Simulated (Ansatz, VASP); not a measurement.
**One calculation of KTaO3, two programs**

The input INCAR:

```
ALGO     = Normal         # electronic algorithm
EDIFF    = 1E-7           # SCF threshold, eV
ENCUT    = 520            # plane-wave cutoff, eV
GGA      = PE             # functional
ISIF     = 2              # what is computed and relaxed
ISMEAR   = 0              # smearing method
LASPH    = T              # aspherical terms in the spheres
LCHARG   = F              # write CHGCAR
LREAL    = F              # projectors in reciprocal space
LWAVE    = F              # write WAVECAR
NBANDS   = 27             # bands
NELM     = 80             # most SCF steps
PREC     = Accurate       # precision mode
SIGMA    = 0.05           # smearing width, eV
```

File KPOINTS:

```
k-points
0
Gamma
  8 8 8
```

The input POSCAR:

```
KTaO3
1.0
    4.1899276632      0.0000000000      0.0000000000
    0.0000000000      4.1899276632      0.0000000000
    0.0000000000      0.0000000000      3.7139518807
K Ta O
1 1 3
Direct
    0.5000000000      0.5000000000      0.5000000000
    0.0000000000      0.0000000000      0.0000000000
    0.5000000000      0.0000000000      0.0000000000
    0.0000000000      0.5000000000      0.0000000000
    0.0000000000      0.0000000000      0.5000000000
```

Input for Ansatz:

```yaml
crystal:
  lattice:
    - [4.1899276632, 0.0, 0.0]
    - [0.0, 4.1899276632, 0.0]
    - [0.0, 0.0, 3.7139518807]
  atoms:
    - { symbol: K, position: [0.5, 0.5, 0.5] }
    - { symbol: Ta, position: [0.0, 0.0, 0.0] }
    - { symbol: O, position: [0.5, 0.0, 0.0] }
    - { symbol: O, position: [0.0, 0.5, 0.0] }
    - { symbol: O, position: [0.0, 0.0, 0.5] }
basis:
  ecutwfc: 520.0
kpoints:
  mp_grid: { grid: [8, 8, 8] }
hamiltonian:
  xc: pbe
scf:
  occupations: { method: gaussian, width: 0.05 }
output:
  forces: true
  stress: true
  eigenvalues: true
```

Alike in both runs: task single point; functional PBE; k mesh 8 × 8 × 8; occupations gaussian, width 0.05 eV; no spin polarisation.

|  | VASP | Ansatz |
| --- | --- | --- |
| version | VASP 6.6.1 | Ansatz 0.2.0 |
| potentials or method | VASP PAW PBE potentials, release 64 (K_sv, Ta_pv, O), cutoff 520 eV | scalar-relativistic, plane waves, PAW |
| valence electrons in the cell | 38 | 40 |

```csv
,VASP,Ansatz,Ansatz less VASP
gap on the k mesh at the Fermi level (eV),1.88,1.92,+0.042
least direct gap on the mesh (eV),2.41,2.46,+0.046
pressure (GPa),6.1,5.4,-0.69
"traceless stress, the component that is largest in VASP (GPa)",34.04,33.47,-0.563
```

VASP's potentials hold 38 valence electrons a cell and Ansatz's 40, so a difference there can come from the potentials and not from the codes.

Neither program's run includes spin-orbit coupling.
